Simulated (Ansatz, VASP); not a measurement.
**Two plane-wave programs on PbSe**

Contents of INCAR:

```
PREC = Accurate
ENCUT = 600
EDIFF = 1E-6
ISMEAR = 0
SIGMA = 0.01
LREAL = F
LASPH = T
NELM = 60
ALGO = Normal
ISIF = 3
LWAVE = F
LCHARG = F
GGA = PS
IBRION = 2
NSW = 80
EDIFFG = -0.01
```

The input KPOINTS:

```
Automatic mesh
0
Gamma
  6 6 6
```

Contents of POSCAR:

```
PbSe
1.0
    2.1548800000     -6.1339500000      0.0000000000
    2.1548800000      6.1339500000      0.0000000000
    0.0000000000      0.0000000000      4.4504900000
Pb Se
2 2
Direct
    0.6317600000      0.3682400000      0.7500000000
    0.3682400000      0.6317600000      0.2500000000
    0.8612900000      0.1387100000      0.7500000000
    0.1387100000      0.8612900000      0.2500000000
```

Input for Ansatz:

```yaml
crystal:
  lattice:
    - [2.15488, -6.13395, 0.0]
    - [2.15488, 6.13395, 0.0]
    - [0.0, 0.0, 4.45049]
  atoms:
    - { symbol: Pb, position: [0.63176, 0.36824, 0.75] }
    - { symbol: Pb, position: [0.36824, 0.63176, 0.25] }
    - { symbol: Se, position: [0.86129, 0.13871, 0.75] }
    - { symbol: Se, position: [0.13871, 0.86129, 0.25] }
kpoints:
  mp_grid:
    grid: [6, 6, 6]
hamiltonian:
  xc: pbesol
  pseudopotentials:
    kind: paw
scf:
  occupations:
    method: fixed
relax:
  cell: {}
```

Alike in both runs: task relaxation of cell and atoms; functional PBEsol; k mesh 6 × 6 × 6; no spin polarisation.

```csv
,VASP,Ansatz
version,VASP 6.6.1,Ansatz 0.2.0
potentials or method,"VASP PAW PBE potentials, release 64 (Pb_d, Se)","plane waves, PAW"
plane-wave cutoff (eV),600,420
occupations,"gaussian, width 0.01 eV",fixed
valence electrons in the cell,40,60
```

```tsv
	VASP	Ansatz	Ansatz less VASP
relaxed volume (Å³/atom)	27.65	27.64	-0.004
relaxed cell length with the largest relative difference (Å)	4.419	4.417	-0.0022
```

VASP's potentials were made for PBE, not for PBEsol. VASP's potentials hold 40 valence electrons a cell and Ansatz's 60, so a difference there can come from the potentials and not from the codes.

Neither program's run includes spin-orbit coupling.
